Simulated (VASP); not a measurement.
Here is a VASP 6.6.1 calculation.

Contents of POSCAR:

```
ZnAu
1.0
    3.1485066216      0.0000000000      0.0000000000
    0.0000000000      3.1485066216      0.0000000000
    0.0000000000      0.0000000000      3.2901894196
Zn Au
1 1
Direct
    0.5000000000      0.5000000000      0.5000000000
    0.0000000000      0.0000000000      0.0000000000
```

Contents of INCAR.step1:

```
SYSTEM = ZnAu
PREC = Accurate ; ENCUT = 520
ISMEAR = 0 ; SIGMA = 0.1
LREAL = .False. ; LASPH = .True.
NELM = 60 ; NBANDS = 18
GGA = PE ; ALGO = Normal
EDIFF = 1E-4 ; LWAVE = .True.
LCHARG = .False.
```

INCAR.step2

```
SYSTEM = ZnAu
PREC = Accurate ; ENCUT = 520
EDIFF = 1E-7 ; ISMEAR = 0
SIGMA = 0.1 ; LREAL = .False.
LASPH = .True. ; NELM = 60
ALGO = Normal ; ISIF = 2
LWAVE = .False. ; LCHARG = .False.
METAGGA = R2SCAN ; LMIXTAU = .True.
NBANDS = 18 ; ISTART = 1
```

File KPOINTS:

```
Automatic mesh
0
Gamma
  16 16 16
  0 0 0
```

Potentials or basis: VASP PAW PBE potentials, release 64 (Zn, Au).

Command:

```console
$ cat potpaw_PBE.64/Zn/POTCAR potpaw_PBE.64/Au/POTCAR > POTCAR
$ cp INCAR.step1 INCAR
$ mpirun -np 1 vasp_std > vasp.out
$ cp INCAR.step2 INCAR
$ mpirun -np 1 vasp_std > vasp.out
```

(1) Estimate the band gap on the k mesh.

(2) Predict the pressure.

Answers

(1) zero (an odd number of electrons rules out a gap without spin polarisation).

(2) -5.1 GPa.

Caveat: the cell differs from its parent crystal (strain along c alone, the other axes held: +4.5 %); the cell stands under tension; the PAW data sets were made with another functional, which shifts forces and pressure a little; spin-orbit coupling is left out, which moves the levels of the heavy elements.
